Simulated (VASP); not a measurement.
Wanted: the native input for a VASP 6.6.1 run.

```
Task                   : single point
Functional             : PBE
Potentials or basis    : VASP PAW PBE potentials, release 64 (Pt)
Cutoff                 : 520 eV
k mesh                 : 19 × 19 × 19
Occupations            : fermi-dirac, width 0.05 eV
Spin                   : no spin polarisation
Dipole correction      : no
Further INCAR settings : ALGO = Normal; EDIFF = 1e-06; NBANDS = 11
```

The structure of Pt lies in POSCAR:

```
Pt
1.0
    0.0000000000      1.7470490844      1.7470490844
    1.7470490844      0.0000000000      1.7470490844
    1.7470490844      1.7470490844      0.0000000000
Pt
1
Direct
    0.0000000000      0.0000000000      0.0000000000
```

One way to write it, as run:

INCAR

```
PREC = Accurate
ENCUT = 520
EDIFF = 1E-6
ISMEAR = -1
SIGMA = 0.05
LREAL = F
LASPH = T
NELM = 80
ALGO = Normal
ISIF = 2
LWAVE = F
LCHARG = F
GGA = PE
NBANDS = 11
```

KPOINTS

```
Automatic mesh
0
Gamma
  19 19 19
```

Potentials or basis: VASP PAW PBE potentials, release 64 (Pt).

The run is started by

```sh
$ cat potpaw_PBE.64/Pt/POTCAR > POTCAR
$ mpirun -np 1 vasp_std > vasp.out
```

Results of the run:

The pressure is 261.7 GPa and the band gap on the k mesh is zero (bands 5 and 6 overlap by 4.04 eV).

Caveat: the cell stands under pressure; spin-orbit coupling is left out, which moves the levels of the heavy elements.

It took 35 s on 1 thread of Intel Xeon 8259CL (shared host), peak memory 0.14 GiB.
